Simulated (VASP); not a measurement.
# N (P4_2/mnm) in VASP: settings compared

Aim: see how the results for N move with the level of theory and the settings. Levels: PBE, r2SCAN. Tasks: single point.

Everything below comes from runs of VASP 6.6.1. Logs are shortened: lines on timing, memory, paths and dates and some standing lists are left out, and cuts for length are marked.

### 1 The cell of the first run

It takes space group P4_2/mnm (No. 136, tetragonal). The conventional cell has a = 3.961 Å, b = 3.961 Å, c = 5.133 Å, α = 90.00°, β = 90.00°, γ = 90.00°. Within 1.5 Å of N (site symmetry m2m) lie 1 N at 1.09 Å.

### 2 Single point, PBE

INCAR reads:

```
SYSTEM = N
PREC = Accurate ; ENCUT = 520
EDIFF = 1E-6 ; ISMEAR = 0
SIGMA = 0.01 ; LREAL = .False.
LASPH = .True. ; NELM = 80
ALGO = Normal ; ISIF = 2
LWAVE = .False. ; LCHARG = .False.
GGA = PE ; NBANDS = 18
```

KPOINTS reads:

```
Automatic mesh
0
Gamma
  6 6 6
  0 0 0
```

POSCAR reads:

```
N
1.0
    3.9609740433      0.0000000000      0.0000000000
    0.0000000000      3.9609740433      0.0000000000
    0.0000000000      0.0000000000      5.1331803146
N
4
Direct
    0.9024068167      0.9024068167      0.0000000000
    0.5975931833      0.4024068167      0.5000000000
    0.0975931833      0.0975931833      0.0000000000
    0.4024068167      0.5975931833      0.5000000000
```

Potentials or basis: VASP PAW PBE potentials, release 64 (N).

Launch:

```console
> cat potpaw_PBE.64/N/POTCAR > POTCAR
> mpirun -np 1 vasp_std > vasp.out
```

OUTCAR:

```text
SYSTEM = N
   PREC = Accurate
   ENCUT = 520
   EDIFF = 1E-6
   ISMEAR = 0
   LREAL = .False.
   LASPH = .True.
   NELM = 80
   ISIF = 2
   GGA = PE

 ion  position               nearest neighbor table
   1  0.902  0.902  0.000-   3 1.09
   2  0.598  0.402  0.500-   4 1.09
   3  0.098  0.098  0.000-   1 1.09
   4  0.402  0.598  0.500-   2 1.09

  LATTYP: Found a simple tetragonal cell.
 ALAT       =     3.9609740433
 C/A-ratio  =     1.2959388924

  Lattice vectors:

 A1 = (   3.9609740433,   0.0000000000,   0.0000000000)
 A2 = (   0.0000000000,   3.9609740433,   0.0000000000)
 A3 = (   0.0000000000,   0.0000000000,   5.1331803146)

Analysis of symmetry for initial positions (statically):
=====================================================================
 Subroutine PRICEL returns:
 Original cell was already a primitive cell.

 Routine SETGRP: Setting up the symmetry group for a
 simple tetragonal supercell.

 Subroutine GETGRP returns: Found 16 space group operations
 (whereof  8 operations were pure point group operations)
 out of a pool of 16 trial point group operations.

The static configuration has the point symmetry D_2h.
 The point group associated with its full space group is D_4h.

Analysis of symmetry for dynamics (positions and initial velocities):
=====================================================================
 Subroutine PRICEL returns:
 Original cell was already a primitive cell.

 Routine SETGRP: Setting up the symmetry group for a
 simple tetragonal supercell.

 Subroutine GETGRP returns: Found 16 space group operations
 (whereof  8 operations were pure point group operations)
 out of a pool of 16 trial point group operations.

The dynamic configuration has the point symmetry D_2h.
 The point group associated with its full space group is D_4h.

 Subroutine INISYM returns: Found 16 space group operations
 (whereof  8 operations are pure point group operations),
 and found     1 'primitive' translations

----------------------------------------------------------------------------------------

                                     Primitive cell

  volume of cell :      80.5361

  direct lattice vectors                    reciprocal lattice vectors
     3.960974043  0.000000000  0.000000000     0.252463154  0.000000000  0.000000000
     0.000000000  3.960974043  0.000000000     0.000000000  0.252463154  0.000000000
     0.000000000  0.000000000  5.133180315     0.000000000  0.000000000  0.194811002

  length of vectors
     3.960974043  3.960974043  5.133180315     0.252463154  0.252463154  0.194811002

  position of ions in fractional coordinates (direct lattice)
     0.902406817  0.902406817  0.000000000
     0.597593183  0.402406817  0.500000000
     0.097593183  0.097593183  0.000000000
     0.402406817  0.597593183  0.500000000

  ion indices of the primitive-cell ions
   primitive index   ion index
                 1           1
                 2           2
                 3           3
                 4           4

----------------------------------------------------------------------------------------

 KPOINTS: Automatic mesh

Automatic generation of k-mesh.
 Grid dimensions read from file:
 generate k-points for:    6    6    6

 Generating k-lattice:

  Cartesian coordinates                     Fractional coordinates (reciprocal lattice)
     0.042077192  0.000000000  0.000000000     0.166666667  0.000000000  0.000000000
     0.000000000  0.042077192  0.000000000     0.000000000  0.166666667  0.000000000
     0.000000000  0.000000000  0.032468500     0.000000000  0.000000000  0.166666667

  Length of vectors
     0.042077192  0.042077192  0.032468500

  Shift w.r.t. Gamma in fractional coordinates (k-lattice)
     0.000000000  0.000000000  0.000000000

 Subroutine IBZKPT returns following result:
 ===========================================

 Found     40 irreducible k-points:

 Following reciprocal coordinates:
            Coordinates               Weight
  0.000000  0.000000  0.000000      1.000000
  0.166667  0.000000  0.000000      4.000000
  0.333333  0.000000  0.000000      4.000000
  0.500000  0.000000  0.000000      2.000000
  0.166667  0.166667  0.000000      4.000000
  0.333333  0.166667  0.000000      8.000000
[... 16 lines left out ...]
  0.333333  0.000000  0.333333      8.000000
  0.500000  0.000000  0.333333      4.000000
 [... further k-points ...]
   k-points           NKPTS =     40   k-points in BZ     NKDIM =     40   number of bands    NBANDS=     18
   number of dos      NEDOS =    301   number of ions     NIONS =      4
   total plane-waves  NPLWV =  36000
   dimension x,y,z NGX =    30 NGY =   30 NGZ =   40
   dimension x,y,z NGXF=    60 NGYF=   60 NGZF=   80
   ions per type =               4
   NGX,Y,Z   is equivalent  to a cutoff of  12.59, 12.59, 12.95 a.u.
   NGXF,Y,Z  is equivalent  to a cutoff of  25.18, 25.18, 25.91 a.u.
 SYSTEM =  N
   PREC   = accura    normal or accurate (medium, high low for compatibility)
   ISTART =      0    job   : 0-new  1-cont  2-samecut
   ICHARG =      2    charge: 1-file 2-atom 10-const
   ISPIN  =      1    spin polarized calculation?
   LNONCOLLINEAR =      F non collinear calculations
   LSORBIT =      F    spin-orbit coupling
   LASPH  =      T    aspherical Exc in radial PAW
   ENCUT  =  520.0 eV  38.22 Ry    6.18 a.u.   7.36  7.36  9.54*2*pi/ulx,y,z
   NELM   =     80;   NELMIN=  2; NELMDL= -5     # of ELM steps
   EDIFF  = 0.1E-05   stopping-criterion for ELM
   LREAL  =      F    real-space projection
   EDIFFG = 0.1E-04   stopping-criterion for IOM
   NSW    =      0    number of steps for IOM
   IBRION =     -1    ionic relax: 0-MD 1-quasi-New 2-CG
   NFREE  =      0    steps in history (QN), initial steepest desc. (CG)
   ISIF   =      2    stress and relaxation
   ISYM   =      2    0-nonsym 1-usesym 2-fastsym
   POTIM  = 0.5000    time-step for ionic-motion
   TEBEG  =    0.0;   TEEND  =   0.0 temperature during run
   PSTRESS=    0.0 pullay stress
   NELECT =      20.0000    total number of electrons
   NUPDOWN=      -1.0000    fix difference up-down
   EMIN   =  10.00;   EMAX   =-10.00  energy-range for DOS
   EFERMI =   0.00;   METHOD = LEGACY
   ISMEAR =     0;   SIGMA  =   0.01  broadening in eV -4-tet -1-fermi 0-gaus
   EFERMI_NEDOS =   21; number of points for ismear=-14 and -15
   IALGO  =     38    algorithm
   IMIX   =      4    mixing-type and parameters
     AMIX     =   0.40;   BMIX     =  1.00
     AMIX_MAG =   1.60;   BMIX_MAG =  1.00
  volume/ion in A,a.u.               =      20.13       135.87
  Fermi-wavevector in a.u.,A,eV,Ry     =   1.029014  1.944555 14.406801  1.058870
  Thomas-Fermi vector in A             =   2.163040
   LORBIT       =      0    0 simple, 1 ext, 2 COOP (PROOUT), +10 PAW based schemes
   GGA     = PE    functional components
   LHFCALC =     F    Hartree Fock is set to
   AEXX    =    0.0000 exact exchange contribution
   IVDW    =     0    specifies the selected vdW correction
   LEPSILON=     F    determine dielectric tensor
   LRPA    =     F    only Hartree local field effects (RPA)
 non-spin polarized calculation
 Gauss-broadening in eV      SIGMA  =   0.01
  energy-cutoff  :      520.00
  volume of cell :       80.54
 maximum number of plane-waves:      2212
 NGX is ok and might be reduce to    30
   NGX = 15   NGY = 15   NGZ = 19

 number of electron      19.9999994 magnetization

 Free energy of the ion-electron system (eV)
  ---------------------------------------------------
  ext. energy  EPLUGINS =         0.00000000
  ---------------------------------------------------
  free energy    TOTEN  =       -33.22063042 eV

  energy without entropy =      -33.22063042  energy(sigma->0) =      -33.22063042

 E-fermi :  -5.8403     XC(G=0):  -6.8564

 val. band max:       -5.9819104275   @ k =   0.5000   0.5000   0.5000
 cond. band min:       0.8198550563   @ k =   0.0000   0.0000   0.0000
 fundamental gap:      6.8017654838
 Fermi energy:        -5.8402560524

 k-point     1 :       0.0000    0.0000    0.0000
  band No.  band energies     occupation
      1     -24.6361      2.00000
      2     -24.5470      2.00000
      3      -9.2988      2.00000
      4      -9.2988      2.00000
      5      -8.2377      2.00000
      6      -7.5303      2.00000
[... 10 lines left out ...]
     17       8.6521      0.00000
     18      12.5142      0.00000

 k-point     2 :       0.1667    0.0000    0.0000
  band No.  band energies     occupation
      1     -24.6261      2.00000
      2     -24.5488      2.00000
      3      -9.3827      2.00000
      4      -9.3758      2.00000
      5      -8.1745      2.00000
      6      -7.7276      2.00000
[... 10 lines left out ...]
     17       8.8084      0.00000
     18      11.3300      0.00000

 k-point     3 :       0.3333    0.0000    0.0000
  band No.  band energies     occupation
      1     -24.6016      2.00000
      2     -24.5570      2.00000
      3      -9.5437      2.00000
      4      -9.5355      2.00000
      5      -8.0059      2.00000
      6      -7.8261      2.00000
[... 10 lines left out ...]
     17       9.2907      0.00000
     18      10.4294      0.00000

 k-point     4 :       0.5000    0.0000    0.0000
  band No.  band energies     occupation
      1     -24.5751      2.00000
      2     -24.5751      2.00000
      3      -9.6183      2.00000
      4      -9.6183      2.00000
      5      -7.7880      2.00000
      6      -7.7880      2.00000
[... 375 lines left out ...]
      4      -9.3800      2.00000
      5      -8.1016      2.00000
      6      -7.9068      2.00000
[... 10 lines left out ...]
     17       9.4767      0.00000
     18      11.6656      0.00000

 k-point    23 :       0.3333    0.0000    0.3333
  band No.  band energies     occupation
      1     -24.5900      2.00000
      2     -24.5676      2.00000
      3      -9.5666      2.00000
      4      -9.5609      2.00000
      5      -7.9734      2.00000
      6      -7.9191      2.00000
[... 10 lines left out ...]
     17       9.1623      0.00000
     18      10.3571      0.00000

 k-point    24 :       0.5000    0.0000    0.3333
  band No.  band energies     occupation
      1     -24.5746      2.00000
      2     -24.5746      2.00000
      3      -9.6491      2.00000
      4      -9.6491      2.00000
      5      -7.9113      2.00000
      6      -7.9113      2.00000
[... 10 lines left out ...]
     17       9.4056      0.00000
     18       9.4056      0.00000

 [... further k-points ...]
[... 5 lines left out ...]
  --------------------------------------------------------------------------------------
  -------------------------------------------------------------------------------------
  Total        3.7698800      3.7698800      0.4249213      0.0000000      0.0000000      0.0000000
  in kB       74.9976402     74.9976402      8.4533450      0.0000000      0.0000000      0.0000000
  external PRESSURE =      52.8162084 kB  Pullay stress =       0.0000000 kB

 VOLUME and BASIS-vectors are now :
 -----------------------------------------------------------------------------
  energy-cutoff  :      520.00
  volume of cell :       80.54
      direct lattice vectors                 reciprocal lattice vectors
     3.960974043  0.000000000  0.000000000     0.252463154  0.000000000  0.000000000
     0.000000000  3.960974043  0.000000000     0.000000000  0.252463154  0.000000000
     0.000000000  0.000000000  5.133180315     0.000000000  0.000000000  0.194811002

 POSITION                                       TOTAL-FORCE (eV/Angst)
 -----------------------------------------------------------------------------------
      3.57441      3.57441      0.00000        -2.196101     -2.196101      0.000000
      2.36705      1.59392      2.56659         2.196101     -2.196101      0.000000
      0.38656      0.38656      0.00000         2.196101      2.196101     -0.000000
      1.59392      2.36705      2.56659        -2.196101      2.196101     -0.000000
 -----------------------------------------------------------------------------------
    total drift:                               -0.000000     -0.000000     -0.000000

  FREE ENERGIE OF THE ION-ELECTRON SYSTEM (eV)
  ---------------------------------------------------
  free  energy   TOTEN  =       -33.2206304202 eV

  energy  without entropy=      -33.2206304202  energy(sigma->0) =      -33.22063042
```

Run time: 26 s. Hardware: 1 thread of Intel Xeon Platinum 8375C at 2.90GHz (Ice Lake), shared host; peak memory 0.19 GiB.

Results:

```yaml
Free_energy: -33.2206 eV
Pressure: 5.3 GPa
Largest_force: 3.106 eV/Å
Band_gap_on_the_k_mesh: 6.80 eV, indirect (least direct gap 7.04 eV)
```

Forces in eV/Å, atoms in the order of the input:
```
N   -2.196 -2.196  0.000
N    2.196 -2.196  0.000
N    2.196  2.196  0.000
N   -2.196  2.196  0.000
```

Levels at points of the mesh, in eV from the valence-band top:
```
           k point  band 8  band 9  band 10  band 11  band 12  band 13
(0.00, 0.00, 0.00)   -1.43   -1.22    -0.23     6.80     7.86     8.26
(0.50, 0.00, 0.00)   -1.80   -0.27    -0.27     8.03     8.03     8.03
(0.50, 0.50, 0.00)   -1.74   -0.05    -0.05     7.74     7.74     8.91
(0.00, 0.00, 0.50)   -1.57   -0.49    -0.49     7.29     7.29     8.25
(0.50, 0.00, 0.50)   -1.55   -0.35    -0.35     7.59     7.59     8.38
(0.50, 0.50, 0.50)   -1.80    0.00     0.00     7.80     7.80     8.91
```

Caveat: the standard files for N, O and F lose accuracy on very short bonds; forces of over 1 eV/Å act on the atoms, so gaps and moduli don't describe the material at rest. As with any semilocal functional, this PBE gap is likely too small.

### 3 Single point, r2SCAN

POSCAR is that of step 2.

INCAR.step1 reads:

```
SYSTEM = N
PREC = Accurate ; ENCUT = 520
ISMEAR = 0 ; SIGMA = 0.01
LREAL = .FALSE. ; LASPH = .TRUE.
NELM = 60 ; NBANDS = 18
GGA = PE ; ALGO = Normal
EDIFF = 1E-4 ; LWAVE = .TRUE.
LCHARG = .FALSE.
```

INCAR.step2 reads:

```
SYSTEM = N
PREC = Accurate ; ENCUT = 520
EDIFF = 1E-6 ; ISMEAR = 0
SIGMA = 0.01 ; LREAL = .FALSE.
LASPH = .TRUE. ; NELM = 60
ALGO = Normal ; ISIF = 2
LWAVE = .FALSE. ; LCHARG = .FALSE.
METAGGA = R2SCAN ; LMIXTAU = .TRUE.
NBANDS = 18 ; ISTART = 1
```

KPOINTS reads:

```
Automatic mesh
0
G
  6 6 6
  0 0 0
```

Potentials or basis: VASP PAW PBE potentials, release 64 (N).

Launch:

```console
> cat potpaw_PBE.64/N/POTCAR > POTCAR
> cp INCAR.step1 INCAR
> mpirun -np 1 vasp_std > vasp.out
> cp INCAR.step2 INCAR
> mpirun -np 1 vasp_std > vasp.out
```

OUTCAR:

```text
SYSTEM = N
   PREC = Accurate
   ENCUT = 520
   EDIFF = 1E-6
   ISMEAR = 0
   LREAL = .FALSE.
   LASPH = .TRUE.
   NELM = 60
   ISIF = 2
   METAGGA = R2SCAN
   ISTART = 1

 ion  position               nearest neighbor table
   1  0.902  0.902  0.000-   3 1.09
   2  0.598  0.402  0.500-   4 1.09
   3  0.098  0.098  0.000-   1 1.09
   4  0.402  0.598  0.500-   2 1.09

  LATTYP: Found a simple tetragonal cell.
 ALAT       =     3.9609740433
 C/A-ratio  =     1.2959388924

  Lattice vectors:

 A1 = (   3.9609740433,   0.0000000000,   0.0000000000)
 A2 = (   0.0000000000,   3.9609740433,   0.0000000000)
 A3 = (   0.0000000000,   0.0000000000,   5.1331803146)

Analysis of symmetry for initial positions (statically):
=====================================================================
 Subroutine PRICEL returns:
 Original cell was already a primitive cell.

 Routine SETGRP: Setting up the symmetry group for a
 simple tetragonal supercell.

[... 167 lines left out ...]
  ext. energy  EPLUGINS =         0.00000000
  ---------------------------------------------------
  free energy    TOTEN  =       -36.44916401 eV

  energy without entropy =      -36.44916401  energy(sigma->0) =      -36.44916401

 E-fermi :  -6.4640     XC(G=0):  -7.1255

 val. band max:       -6.5352237319   @ k =   0.5000   0.5000   0.5000
 cond. band min:       0.9225716978   @ k =   0.0000   0.0000   0.0000
 fundamental gap:      7.4577954298
 Fermi energy:        -6.4639689774

 k-point     1 :       0.0000    0.0000    0.0000
  band No.  band energies     occupation
      1     -26.1120      2.00000
      2     -26.0208      2.00000
      3     -10.1392      2.00000
      4     -10.1392      2.00000
      5      -8.6876      2.00000
      6      -7.9647      2.00000
[... 481 lines left out ...]
      5      -8.3722      2.00000
      6      -8.3722      2.00000
[... 10 lines left out ...]
     17      10.0279      0.00000
     18      10.0279      0.00000

 [... further k-points ...]
[... 5 lines left out ...]
  --------------------------------------------------------------------------------------
  -------------------------------------------------------------------------------------
  Total        2.4501532      2.4501532      0.0216911      0.0000000      0.0000000      0.0000000
  in kB       48.7431189     48.7431189      0.4315202      0.0000000      0.0000000      0.0000000
  external PRESSURE =      32.6392527 kB  Pullay stress =       0.0000000 kB

 VOLUME and BASIS-vectors are now :
 -----------------------------------------------------------------------------
  energy-cutoff  :      520.00
  volume of cell :       80.54
      direct lattice vectors                 reciprocal lattice vectors
     3.960974043  0.000000000  0.000000000     0.252463154  0.000000000  0.000000000
     0.000000000  3.960974043  0.000000000     0.000000000  0.252463154  0.000000000
     0.000000000  0.000000000  5.133180315     0.000000000  0.000000000  0.194811002

 POSITION                                       TOTAL-FORCE (eV/Angst)
 -----------------------------------------------------------------------------------
      3.57441      3.57441      0.00000        -1.583601     -1.583601     -0.000000
      2.36705      1.59392      2.56659         1.583601     -1.583601     -0.000000
      0.38656      0.38656      0.00000         1.583601      1.583601      0.000000
      1.59392      2.36705      2.56659        -1.583601      1.583601      0.000000
 -----------------------------------------------------------------------------------
    total drift:                               -0.000000     -0.000000     -0.000000

  FREE ENERGIE OF THE ION-ELECTRON SYSTEM (eV)
  ---------------------------------------------------
  free  energy   TOTEN  =       -36.4491640148 eV

  energy  without entropy=      -36.4491640148  energy(sigma->0) =      -36.44916401
```

It took 2 min on 1 thread of Intel Xeon Platinum 8375C at 2.90GHz (Ice Lake), shared host; peak memory 0.2 GiB.

What came out:

```yaml
Free_energy: -36.4492 eV
Pressure: 3.3 GPa
Largest_force: 2.240 eV/Å
Band_gap_on_the_k_mesh: 7.46 eV, indirect (least direct gap 7.70 eV)
```

Forces in eV/Å, atoms in the order of the input:
```
N   -1.584 -1.584  0.000
N    1.584 -1.584  0.000
N    1.584  1.584  0.000
N   -1.584  1.584  0.000
```

Caveat: the standard files for N, O and F lose accuracy on very short bonds; the PAW data sets were made with another functional, which shifts forces and pressure a little. r2SCAN opens gaps a little over a GGA but as a rule still falls short of measured ones.
